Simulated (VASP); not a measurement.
# MgSi54 (a cell with a defect): single point with PBE

The system is MgSi54 (a cell with a defect).

```
Si Mg
1.0
     8.20514    0.00000    8.20514
     8.20514    8.20514    0.00000
     0.00000    8.20514    8.20514
Si Mg
54 1
Cartesian
  4.1004 4.0965 4.0982
  6.8184 6.8155 4.1087
  9.5858 9.5831 4.1088
  6.8178 4.1068 6.8176
  9.5647 6.8366 6.8388
  12.2952 9.5822 6.8174
  9.5850 4.1067 9.5855
  12.2950 6.8148 9.5844
  14.9603 9.6462 9.6482
  4.1098 6.8157 6.8172
  6.8394 9.5617 6.8383
  9.5863 12.2908 6.8171
  6.8394 6.8363 9.5637
  9.5652 9.5611 9.5634
  12.3038 12.3020 9.5365
  9.5865 6.8151 12.2930
  12.3045 9.5345 12.3034
  15.0705 12.3028 12.3053
  4.1106 9.5826 9.5848
  6.8196 12.2912 9.5838
  9.6486 14.9578 9.6474
  6.8194 9.5822 12.2934
  9.5358 12.3012 12.3039
  12.3039 15.0693 12.3035
  9.6485 9.6458 14.9599
  12.3038 12.3013 15.0717
  14.9616 14.9580 14.9599
  2.7368 2.7332 2.7352
  5.4638 5.4594 2.7345
  8.2020 8.1993 2.7840
  5.4634 2.7327 5.4614
  8.2029 5.4736 5.4759
  10.9276 8.1979 5.4758
  8.2015 2.7822 8.2011
  10.9271 5.4732 8.2003
  13.6200 8.1990 8.2013
  2.7369 5.4595 5.4616
  5.4763 8.2008 5.4749
  8.2002 10.9249 5.4752
  5.4760 5.4734 8.2026
  8.2019 8.1992 8.2011
  10.9284 10.9240 8.2024
  8.1998 5.4732 10.9275
  10.9285 8.2001 10.9262
  13.6125 10.9945 10.9958
  2.7851 8.1993 8.2013
  5.4767 10.9249 8.1995
  8.2031 13.6165 8.2004
  5.4768 8.1974 10.9271
  8.2036 10.9241 10.9261
  10.9952 13.6095 10.9960
  8.2032 8.1989 13.6185
  10.9960 10.9935 13.6116
  13.6114 13.6110 13.6137
  -0.0030 -0.0052 -0.0032
```

This cell differs from its parent crystal: with an interstitial atom, then relaxed in part.

```yaml
Program: VASP 6.6.1
Task: single point
Functional: PBE
Potentials_or_basis: VASP PAW PBE potentials, release 64 (Si, Mg)
Cutoff: 520 eV
k_mesh: 2 × 2 × 2
Occupations: gaussian, width 0.01 eV
Spin: no spin polarisation
```

```
Largest force : 0.009 eV/Å
```

Forces in eV/Å, atoms in the order of the input:
```
Si  -0.002 -0.004 -0.002
Si   0.001  0.000 -0.001
Si   0.001 -0.001  0.000
Si   0.001  0.000  0.000
Si  -0.005 -0.003 -0.002
Si  -0.001  0.001  0.000
Si   0.002  0.000 -0.001
Si   0.000  0.002 -0.001
Si   0.003 -0.003 -0.002
Si   0.000  0.000  0.002
Si   0.000 -0.003 -0.001
Si  -0.001  0.000  0.001
Si   0.000 -0.002 -0.003
Si   0.000  0.000  0.001
Si   0.001  0.000  0.003
Si  -0.003  0.001  0.001
Si  -0.001  0.004 -0.001
Si   0.002 -0.001 -0.002
Si  -0.002  0.002  0.001
Si  -0.001  0.002  0.001
Si   0.000  0.002  0.001
Si  -0.001 -0.002  0.000
Si   0.009  0.003  0.001
Si   0.001 -0.003  0.002
Si   0.001 -0.001  0.004
Si  -0.001  0.002 -0.003
Si   0.002  0.003  0.001
Si  -0.003  0.002  0.000
Si  -0.001 -0.001  0.002
Si   0.000  0.000 -0.001
Si  -0.001  0.002  0.001
Si   0.002  0.000 -0.001
Si   0.000  0.000 -0.004
Si   0.002 -0.002  0.001
Si   0.000 -0.001  0.000
Si   0.002  0.001  0.001
Si   0.000 -0.001 -0.001
Si  -0.001  0.000  0.002
Si   0.001  0.003  0.000
Si  -0.001  0.002  0.001
Si   0.000 -0.002  0.000
Si  -0.001  0.004 -0.001
Si   0.001  0.002  0.001
Si  -0.001  0.000  0.003
Si   0.002 -0.005 -0.003
Si  -0.001  0.000 -0.002
Si  -0.002  0.000  0.001
Si   0.000  0.001  0.002
Si  -0.001 -0.001  0.001
Si   0.001  0.001  0.001
Si  -0.001  0.004 -0.004
Si  -0.001 -0.001  0.001
Si  -0.003 -0.003  0.004
Si   0.006  0.002 -0.001
Mg  -0.002 -0.004 -0.002
```

Levels at points of the mesh, in eV from the Fermi level:
```tsv
k point	band 105	band 106	band 107	band 108	band 109	band 110	band 111	band 112
(0.00, 0.00, 0.00)	-0.98	-0.05	-0.05	-0.05	0.31	0.67	0.67	0.67
(0.50, 0.00, 0.00)	-0.52	-0.52	-0.47	-0.47	0.69	0.94	0.94	1.05
(0.00, 0.50, 0.00)	-0.52	-0.52	-0.47	-0.47	0.69	0.94	0.94	1.05
(0.00, 0.00, 0.50)	-0.52	-0.52	-0.47	-0.47	0.69	0.94	0.94	1.05
(0.50, 0.50, 0.50)	-0.52	-0.52	-0.47	-0.47	0.69	0.94	0.94	1.05
(0.50, 0.50, 0.00)	-0.61	-0.61	-0.61	-0.60	0.60	0.62	1.50	1.53
(0.00, 0.50, 0.50)	-0.61	-0.61	-0.61	-0.60	0.60	0.62	1.50	1.53
(0.50, 0.00, 0.50)	-0.61	-0.61	-0.61	-0.60	0.60	0.62	1.50	1.53
```

Run time: 10 min on 4 MPI ranks on Intel(R) Xeon(R) Platinum 8488C (Sapphire Rapids), with other jobs on the host, peak memory 0.96 GiB a rank.

Caveat: the cell carries a net charge on a neutralising background, which shifts energy and pressure; the cell differs from its parent crystal (with an interstitial atom, then relaxed in part); the cell is charged against a uniform background, so pressure and absolute levels hang on convention.
